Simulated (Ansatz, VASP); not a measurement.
# One calculation of CdS, two programs

POSCAR

```
CdS
1.0
    0.0000000000      2.7267765442      2.7267765442
    2.7965820237      0.0000000000      2.7267765442
    2.7965820237      2.7267765442      0.0000000000
Cd S
1 1
Direct
    0.0000000000      0.0000000000      0.0000000000
    0.5000000000      0.5000000000      0.5000000000
```

Contents of INCAR.step1:

```
PREC     = Accurate       # precision mode
ENCUT    = 520            # plane-wave cutoff, eV
ISMEAR   = 0              # smearing method
SIGMA    = 0.01           # smearing width, eV
LREAL    = False          # projectors in reciprocal space
LASPH    = True           # aspherical terms in the spheres
NELM     = 100            # most SCF steps
NBANDS   = 16             # bands
GGA      = PE             # functional
ALGO     = Normal         # electronic algorithm
EDIFF    = 1E-4           # SCF threshold, eV
LWAVE    = True           # write WAVECAR
LCHARG   = False          # write CHGCAR
```

The input INCAR.step2:

```
PREC     = Accurate       # precision mode
ENCUT    = 520            # plane-wave cutoff, eV
EDIFF    = 1E-7           # SCF threshold, eV
ISMEAR   = 0              # smearing method
SIGMA    = 0.01           # smearing width, eV
LREAL    = False          # projectors in reciprocal space
LASPH    = True           # aspherical terms in the spheres
NELM     = 100            # most SCF steps
ALGO     = Normal         # electronic algorithm
ISIF     = 2              # what is computed and relaxed
LWAVE    = False          # write WAVECAR
LCHARG   = False          # write CHGCAR
METAGGA  = R2SCAN         # meta-GGA
LMIXTAU  = True         
NBANDS   = 16             # bands
ISTART   = 1
```

The input KPOINTS:

```
regular mesh
0
Gamma
  8 8 8
```

Input for Ansatz:

```yaml
crystal:
  lattice:
    - [0.0, 2.7267765442, 2.7267765442]
    - [2.7965820237, 0.0, 2.7267765442]
    - [2.7965820237, 2.7267765442, 0.0]
  atoms:
    - { symbol: Cd, position: [0.0, 0.0, 0.0] }
    - { symbol: S, position: [0.5, 0.5, 0.5] }
kpoints:
  mp_grid: { grid: [8, 8, 8] }
  band_path:
    path:
      - [0.0, 0.0, 0.0]
      - [0.5, 0.0, 0.5]
      - [0.625, 0.25, 0.625]
      - [0.375, 0.375, 0.75]
      - [0.5, 0.5, 0.5]
      - [0.5, 0.25, 0.75]
    npoints: 1
hamiltonian:
  xc: r2scan
scf:
  occupations: { method: fixed }
  n_extra_bands: 4
output:
  forces: true
  stress: true
  eigenvalues: true
```

Change from the starting cell: uniaxial_x strain +2.6%.

Alike in both runs: task single point; functional r2SCAN; k mesh 8 × 8 × 8; no spin polarisation.

|  | VASP | Ansatz |
| --- | --- | --- |
| version | VASP 6.6.1 | Ansatz 0.2.0 |
| potentials or method | VASP PAW PBE potentials, release 64 (Cd, S) | plane waves, PAW |
| plane-wave cutoff (eV) | 520 | 500 |
| occupations | gaussian, width 0.01 eV | fixed |
| valence electrons in the cell | 18 | 26 |

VASP gave:

```
gap on the k mesh at the Fermi level (eV)                     : 0.63
pressure (GPa)                                                : -1.4
traceless stress, the component that is largest in VASP (GPa) : -1.17
```

**Question.** What did Ansatz give for the same quantities?

**Answer.** gap on the k mesh at the Fermi level (eV): 0.65; pressure (GPa): -1.9; traceless stress, the component that is largest in VASP (GPa): -1.12.

VASP's potentials were made for PBE, not for r2SCAN. VASP's potentials hold 18 valence electrons a cell and Ansatz's 26, so a difference there can come from the potentials and not from the codes.
